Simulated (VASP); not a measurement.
Set up this calculation in VASP 6.6.1, as the native input.

| Item | Value |
| --- | --- |
| Task | single point |
| Functional | PBE |
| Dispersion | D3(BJ) |
| Potentials or basis | VASP PAW PBE potentials, release 64 (Ga_d, Sb) |
| Cutoff | 520 eV |
| k mesh | 12 × 12 × 12 |
| Occupations | gaussian, width 0.15 eV |
| Spin | no spin polarisation |
| Dipole correction | no |
| Further INCAR settings | ALGO = Normal; EDIFF = 1e-06; NBANDS = 22 |

The structure of GaSb3 lies in POSCAR:

```
GaSb3
1.0
    0.0000000000      3.6478901005      3.6478901005
    3.6478901005      0.0000000000      3.6478901005
    3.6478901005      3.6478901005      0.0000000000
Ga Sb
1 3
Direct
   -0.0022889944      0.0022889944      0.0022889944
    0.2500000000      0.2500000000      0.2500000000
    0.7500000000      0.7500000000      0.7500000000
    0.5000000000      0.5000000000      0.5000000000
```

This cell differs from its parent crystal: atom 1 (Ga) moved +0.017 Å along Cartesian [1 0 0].

These files were run (other wordings do the same):

INCAR

```
  PREC = Accurate
  ENCUT = 520
  EDIFF = 1E-6
  ISMEAR = 0
  SIGMA = 0.15
  LREAL = False
  LASPH = True
  NELM = 80
  ALGO = Normal
  ISIF = 2
  LWAVE = False
  LCHARG = False
  GGA = PE
  IVDW = 12
  NBANDS = 22
```

KPOINTS

```
Automatic mesh
0
Gamma
  12 12 12
```

Potentials or basis: VASP PAW PBE potentials, release 64 (Ga_d, Sb).

The run is started by

```sh
$ cat potpaw_PBE.64/Ga_d/POTCAR potpaw_PBE.64/Sb/POTCAR > POTCAR
$ mpirun -np 1 vasp_std > vasp.out
```

Results of the run:

- Pressure: 0.3 GPa
- Largest force: 0.030 eV/Å
- Band gap on the k mesh: zero (bands 14 and 15 overlap by 4.14 eV)
- Dispersion energy per atom: -0.479 eV

Caveat: the cell differs from its parent crystal (atom 1 (Ga) moved +0.017 Å along Cartesian [1 0 0]); spin-orbit coupling is left out, which moves the levels of the heavy elements.

Wall time 2.2 min on 1 thread of AMD EPYC 9R45 (Zen 5), on a shared host, peak memory 0.45 GiB.
